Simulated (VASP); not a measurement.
# Al3B2W (Cm) in VASP: single point with r2SCAN

Aim: the single point of Al3B2W with r2SCAN.

Everything below comes from runs of VASP 6.6.1. Logs are shortened: lines on timing, memory, paths and dates and some standing lists are left out, and cuts for length are marked.

## Step 1: The cell of the first run

It takes space group Cm (No. 8, monoclinic). The conventional cell has a = 9.279 Å, b = 3.237 Å, c = 6.260 Å, α = 90.00°, β = 129.42°, γ = 90.00°. Al (site symmetry m) has 5 B at 2.38 to 2.81 Å and 3 W at 2.73 to 2.74 Å and 6 Al at 2.81 to 3.07 Å within 3.1 Å. Within 3.1 Å of Al (site symmetry m) lie 5 B at 2.37 to 2.90 Å and 6 Al at 2.73 to 3.07 Å and 3 W at 2.83 to 2.96 Å. Within 3.0 Å of Al (site symmetry m) lie 3 B at 2.21 to 2.39 Å and 6 Al at 2.73 to 2.98 Å and 3 W at 2.74 Å. B (site symmetry m) has 1 B at 1.73 Å and 6 Al at 2.21 to 2.44 Å and 1 W at 2.37 Å within 2.5 Å. B (site symmetry m) has 1 B at 1.73 Å and 2 W at 2.26 Å and 5 Al at 2.37 to 2.39 Å within 2.4 Å. Within 3.0 Å of W (site symmetry m) lie 3 B at 2.26 to 2.37 Å and 9 Al at 2.73 to 2.96 Å.

## Step 2: Single point, r2SCAN

The input, POSCAR:

```
Al3B2W
1.0
    4.6393052349     -1.6183721046     -0.0008673062
    4.6393052349      1.6183721046     -0.0008673062
   -3.9738134654      0.0000000000      4.8364794507
Al B W
3 2 1
Direct
    0.5821020337      0.5821020337      0.8481083096
    0.4234478643      0.4234478643      0.1547904707
    0.1795521668      0.1795521668      0.5901093744
    0.8821809526      0.8821809526      0.8422556912
    0.1092021885      0.1092021885      0.1511173833
    0.8235148541      0.8235148541      0.4136187709
```

The input, INCAR.step1:

```
SYSTEM = Al3B2W
ALGO = Normal
EDIFF = 1E-5
ENCUT = 550
GGA = PE
GGA_COMPAT = .False.
ISMEAR = 0
LASPH = .True.
LCHARG = .False.
LREAL = .False.
LWAVE = .True.
NBANDS = 24
NELM = 120
PREC = Accurate
SIGMA = 0.1
```

The input, INCAR.step2:

```
SYSTEM = Al3B2W
ALGO = Normal
EDIFF = 1E-6
ENCUT = 550
GGA_COMPAT = .False.
ISIF = 2
ISMEAR = 0
ISTART = 1
LASPH = .True.
LCHARG = .False.
LMIXTAU = .True.
LREAL = .False.
LWAVE = .False.
METAGGA = R2SCAN
NBANDS = 24
NELM = 120
PREC = Accurate
SIGMA = 0.1
```

The input, KPOINTS:

```
k-points
0
Gamma
  10 10 6
  0 0 0
```

Potentials or basis: VASP PAW PBE potentials, release 64 (Al, B, W_sv).

The run is started by

```sh
cat potpaw_PBE.64/Al/POTCAR potpaw_PBE.64/B/POTCAR potpaw_PBE.64/W_sv/POTCAR > POTCAR
cp INCAR.step1 INCAR
mpirun -np 1 vasp_std > vasp.out
cp INCAR.step2 INCAR
mpirun -np 1 vasp_std > vasp.out
```

OUTCAR:

```text
SYSTEM = Al3B2W
   EDIFF = 1E-6
   ENCUT = 550
   ISIF = 2
   ISMEAR = 0
   ISTART = 1
   LASPH = .True.
   LREAL = .False.
   METAGGA = R2SCAN
   NELM = 120
   PREC = Accurate

 ion  position               nearest neighbor table
   1  0.582  0.582  0.848-   5 2.38   5 2.38   4 2.44   4 2.44   6 2.73   6 2.74   6 2.74   3 2.81
                             3 2.81   2 2.93   2 2.93   3 2.98   2 3.07
   2  0.423  0.423  0.155-   5 2.37   5 2.37   4 2.38   4 2.38   3 2.73   3 2.73   3 2.73   6 2.83
                             6 2.83   1 2.93   1 2.93   6 2.96   1 3.07
   3  0.180  0.180  0.590-   4 2.21   4 2.21   5 2.39   2 2.73   2 2.73   2 2.73   6 2.74   6 2.74
                             6 2.74   1 2.81   1 2.81   1 2.98
   4  0.882  0.882  0.842-   5 1.73   3 2.21   3 2.21   6 2.37   2 2.38   2 2.38   1 2.44   1 2.44

   5  0.109  0.109  0.151-   4 1.73   6 2.26   6 2.26   2 2.37   2 2.37   1 2.38   1 2.38   3 2.39

   6  0.824  0.824  0.414-   5 2.26   5 2.26   4 2.37   1 2.73   1 2.74   1 2.74   3 2.74   3 2.74
                             3 2.74   2 2.83   2 2.83   2 2.96

  LATTYP: Found a base centered monoclinic cell.
 ALAT       =     9.2786106319
 B/A-ratio  =     0.3488393185
 C/A-ratio  =     0.6746280250
 COS(beta)  =    -0.6349783896

  Lattice vectors:

 A1 = (   4.6393052349,  -1.6183721046,  -0.0008673062)
 A2 = (   4.6393052349,   1.6183721046,  -0.0008673062)
 A3 = (  -3.9738134654,   0.0000000000,   4.8364794507)

Analysis of symmetry for initial positions (statically):
=====================================================================
 Subroutine PRICEL returns:
 Original cell was already a primitive cell.

 Routine SETGRP: Setting up the symmetry group for a
 base centered monoclinic supercell.

 Subroutine GETGRP returns: Found  2 space group operations
 (whereof  2 operations were pure point group operations)
 out of a pool of  4 trial point group operations.

The static configuration has the point symmetry C_1h.

Analysis of symmetry for dynamics (positions and initial velocities):
=====================================================================
 Subroutine PRICEL returns:
 Original cell was already a primitive cell.

 Routine SETGRP: Setting up the symmetry group for a
 base centered monoclinic supercell.

 Subroutine GETGRP returns: Found  2 space group operations
 (whereof  2 operations were pure point group operations)
 out of a pool of  4 trial point group operations.

The dynamic configuration has the point symmetry C_1h.

 Subroutine INISYM returns: Found  2 space group operations
 (whereof  2 operations are pure point group operations),
 and found     1 'primitive' translations

----------------------------------------------------------------------------------------

                                     Primitive cell

  volume of cell :      72.6146

  direct lattice vectors                    reciprocal lattice vectors
     4.639305235 -1.618372105 -0.000867306     0.107791315 -0.308952433  0.088564954
     4.639305235  1.618372105 -0.000867306     0.107791315  0.308952433  0.088564954
    -3.973813465  0.000000000  4.836479451     0.000038660  0.000000000  0.206793730

  length of vectors
     4.913479631  4.913479631  6.259610765     0.338990155  0.338990155  0.206793734

  position of ions in fractional coordinates (direct lattice)
     0.582102034  0.582102034  0.848108310
     0.423447864  0.423447864  0.154790471
     0.179552167  0.179552167  0.590109374
     0.882180953  0.882180953  0.842255691
     0.109202188  0.109202188  0.151117383
     0.823514854  0.823514854  0.413618771

  ion indices of the primitive-cell ions
   primitive index   ion index
                 1           1
                 2           2
                 3           3
                 4           4
                 5           5
                 6           6

----------------------------------------------------------------------------------------

 KPOINTS: k-points

Automatic generation of k-mesh.
 Grid dimensions read from file:
 generate k-points for:   10   10    6

 Generating k-lattice:

  Cartesian coordinates                     Fractional coordinates (reciprocal lattice)
     0.010779132 -0.030895243  0.008856495     0.100000000 -0.000000000 -0.000000000
     0.010779132  0.030895243  0.008856495    -0.000000000  0.100000000 -0.000000000
     0.000006443  0.000000000  0.034465622    -0.000000000 -0.000000000  0.166666667

  Length of vectors
     0.033899015  0.033899015  0.034465622

  Shift w.r.t. Gamma in fractional coordinates (k-lattice)
     0.000000000  0.000000000  0.000000000

 Subroutine IBZKPT returns following result:
 ===========================================

 Found    172 irreducible k-points:

 Following reciprocal coordinates:
            Coordinates               Weight
  0.000000  0.000000  0.000000      1.000000
  0.100000 -0.000000  0.000000      4.000000
  0.200000 -0.000000  0.000000      4.000000
  0.300000  0.000000 -0.000000      4.000000
  0.400000 -0.000000  0.000000      4.000000
  0.500000  0.000000 -0.000000      2.000000
[... 16 lines left out ...]
  0.300000  0.300000 -0.000000      2.000000
  0.400000  0.300000 -0.000000      4.000000
 [... further k-points ...]
   k-points           NKPTS =    172   k-points in BZ     NKDIM =    172   number of bands    NBANDS=     24
   number of dos      NEDOS =    301   number of ions     NIONS =      6
   total plane-waves  NPLWV =  76800
   dimension x,y,z NGX =    40 NGY =   40 NGZ =   48
   dimension x,y,z NGXF=    80 NGYF=   80 NGZF=   96
   ions per type =               3   2   1
   NGX,Y,Z   is equivalent  to a cutoff of  13.53, 13.53, 12.75 a.u.
   NGXF,Y,Z  is equivalent  to a cutoff of  27.07, 27.07, 25.50 a.u.
 SYSTEM =  Al3B2W
   PREC   = accura    normal or accurate (medium, high low for compatibility)
   ISTART =      1    job   : 0-new  1-cont  2-samecut
   ICHARG =      0    charge: 1-file 2-atom 10-const
   ISPIN  =      1    spin polarized calculation?
   LNONCOLLINEAR =      F non collinear calculations
   LSORBIT =      F    spin-orbit coupling
   LASPH  =      T    aspherical Exc in radial PAW
   ENCUT  =  550.0 eV  40.42 Ry    6.36 a.u.   9.40  9.40 11.97*2*pi/ulx,y,z
   NELM   =    120;   NELMIN=  2; NELMDL=  0     # of ELM steps
   EDIFF  = 0.1E-05   stopping-criterion for ELM
   LREAL  =      F    real-space projection
   EDIFFG = 0.1E-04   stopping-criterion for IOM
   NSW    =      0    number of steps for IOM
[... 5 lines left out ...]
   TEBEG  =    0.0;   TEEND  =   0.0 temperature during run
   PSTRESS=    0.0 pullay stress
   NELECT =      29.0000    total number of electrons
   NUPDOWN=      -1.0000    fix difference up-down
   EMIN   =  10.00;   EMAX   =-10.00  energy-range for DOS
   EFERMI =   0.00;   METHOD = LEGACY
   ISMEAR =     0;   SIGMA  =   0.10  broadening in eV -4-tet -1-fermi 0-gaus
   EFERMI_NEDOS =   21; number of points for ismear=-14 and -15
   IALGO  =     38    algorithm
   IMIX   =      4    mixing-type and parameters
     AMIX     =   0.40;   BMIX     =  1.00
     AMIX_MAG =   1.60;   BMIX_MAG =  1.00
  volume/ion in A,a.u.               =      12.10        81.67
  Fermi-wavevector in a.u.,A,eV,Ry     =   1.205590  2.278234 19.775339  1.453446
  Thomas-Fermi vector in A             =   2.341282
   LORBIT       =      0    0 simple, 1 ext, 2 COOP (PROOUT), +10 PAW based schemes
   METAGGA = R2SCAN    functional components
   LHFCALC =     F    Hartree Fock is set to
   AEXX    =    0.0000 exact exchange contribution
   IVDW    =     0    specifies the selected vdW correction
   LEPSILON=     F    determine dielectric tensor
   LRPA    =     F    only Hartree local field effects (RPA)
 non-spin polarized calculation
 Gauss-broadening in eV      SIGMA  =   0.10
  energy-cutoff  :      550.00
  volume of cell :       72.61
 maximum number of plane-waves:      2144
 NGX is ok and might be reduce to    40
   NGX = 19   NGY = 19   NGZ = 23

 number of electron      29.0000000 magnetization

 Free energy of the ion-electron system (eV)
  ---------------------------------------------------
  ext. energy  EPLUGINS =         0.00000000
  ---------------------------------------------------
  free energy    TOTEN  =       -86.71276295 eV

  energy without entropy =      -86.70598970  energy(sigma->0) =      -86.70937632

 E-fermi :   9.2916     XC(G=0): -12.4901

 val. band max:        9.2905398911   @ k =   0.3000   0.1000   0.1667
 cond. band min:       9.3043830084   @ k =  -0.3000   0.4000   0.1667
 fundamental gap:      0.0138431172
 Fermi energy:         9.2915658541

 k-point     1 :       0.0000    0.0000    0.0000
  band No.  band energies     occupation
      1     -66.1964      2.00000
      2     -29.8432      2.00000
      3     -29.7990      2.00000
      4     -29.7849      2.00000
      5      -4.3803      2.00000
      6       1.3441      2.00000
[... 16 lines left out ...]
     23      16.2279      0.00000
     24      16.8931      0.00000

 k-point     2 :       0.1000   -0.0000    0.0000
  band No.  band energies     occupation
      1     -66.1957      2.00000
      2     -29.8411      2.00000
      3     -29.8193      2.00000
      4     -29.7826      2.00000
      5      -4.2128      2.00000
      6       1.2354      2.00000
[... 16 lines left out ...]
     23      16.5568      0.00000
     24      17.3007      0.00000

 k-point     3 :       0.2000   -0.0000    0.0000
  band No.  band energies     occupation
      1     -66.1937      2.00000
      2     -29.8720      2.00000
      3     -29.8356      2.00000
      4     -29.7771      2.00000
      5      -3.7228      2.00000
      6       1.2144      2.00000
[... 16 lines left out ...]
     23      17.2568      0.00000
     24      17.5274      0.00000
[... 514 lines left out ...]
 k-point    23 :       0.3000    0.3000   -0.0000
  band No.  band energies     occupation
      1     -66.1964      2.00000
      2     -29.8444      2.00000
      3     -29.7991      2.00000
      4     -29.7870      2.00000
      5      -3.5236      2.00000
      6      -0.4859      2.00000
[... 16 lines left out ...]
     23      16.6353      0.00000
     24      17.2090      0.00000

 k-point    24 :       0.4000    0.3000   -0.0000
  band No.  band energies     occupation
      1     -66.1957      2.00000
      2     -29.8425      2.00000
      3     -29.8195      2.00000
      4     -29.7850      2.00000
      5      -3.1585      2.00000
      6      -0.5397      2.00000
[... 16 lines left out ...]
     23      16.4092      0.00000
     24      16.8418      0.00000

 [... further k-points ...]

------------------------ aborting loop because EDIFF is reached ----------------------------------------

  FORCE on cell =-STRESS in cart. coord.  units (eV):
  Direction    XX          YY          ZZ          XY          YZ          ZX
  --------------------------------------------------------------------------------------
  -------------------------------------------------------------------------------------
  Total       -1.5356489     -1.4297554     -1.3111254      0.0000000      0.0000000     -0.1894280
  in kB      -33.8827435    -31.5462966    -28.9288288      0.0000000      0.0000000     -4.1795614
  external PRESSURE =     -31.4526230 kB  Pullay stress =       0.0000000 kB

 VOLUME and BASIS-vectors are now :
 -----------------------------------------------------------------------------
  energy-cutoff  :      550.00
  volume of cell :       72.61
      direct lattice vectors                 reciprocal lattice vectors
     4.639305235 -1.618372105 -0.000867306     0.107791315 -0.308952433  0.088564954
     4.639305235  1.618372105 -0.000867306     0.107791315  0.308952433  0.088564954
    -3.973813465  0.000000000  4.836479451     0.000038660  0.000000000  0.206793730

 POSITION                                       TOTAL-FORCE (eV/Angst)
 -----------------------------------------------------------------------------------
      2.03087      0.00000      4.10085        -0.019080      0.000000     -0.029482
      3.31390      0.00000      0.74791        -0.002866      0.000000     -0.010873
     -0.67899      0.00000      2.85374         0.063707      0.000000     -0.006728
      4.83845      0.00000      4.07202        -0.008008      0.000000      0.005485
      0.41273      0.00000      0.73069         0.029335      0.000000      0.046249
      5.99743      0.00000      1.99903        -0.063087      0.000000     -0.004651
 -----------------------------------------------------------------------------------
    total drift:                               -0.000004     -0.000000     -0.000202

  FREE ENERGIE OF THE ION-ELECTRON SYSTEM (eV)
  ---------------------------------------------------
  free  energy   TOTEN  =       -86.7127629485 eV

  energy  without entropy=      -86.7059896995  energy(sigma->0) =      -86.70937632
```

Run time: 18 min. Hardware: 1 thread of Oxide Virtual Turin-like, shared host; peak memory 0.48 GiB.

What came out:

- Free energy: -86.7128 eV
- Pressure: -3.1 GPa
- Largest force: 0.064 eV/Å
- Band gap on the k mesh: zero (an odd number of electrons rules out a gap without spin polarisation)

Forces in eV/Å, atoms in the order of the input:
```
Al  -0.019  0.000 -0.029
Al  -0.003  0.000 -0.011
Al   0.064  0.000 -0.007
B   -0.008  0.000  0.005
B    0.029  0.000  0.046
W   -0.063  0.000 -0.005
```

Caveat: the cell stands under tension; the PAW data sets were made with another functional, which shifts forces and pressure a little; spin-orbit coupling is left out, which moves the levels of the heavy elements.
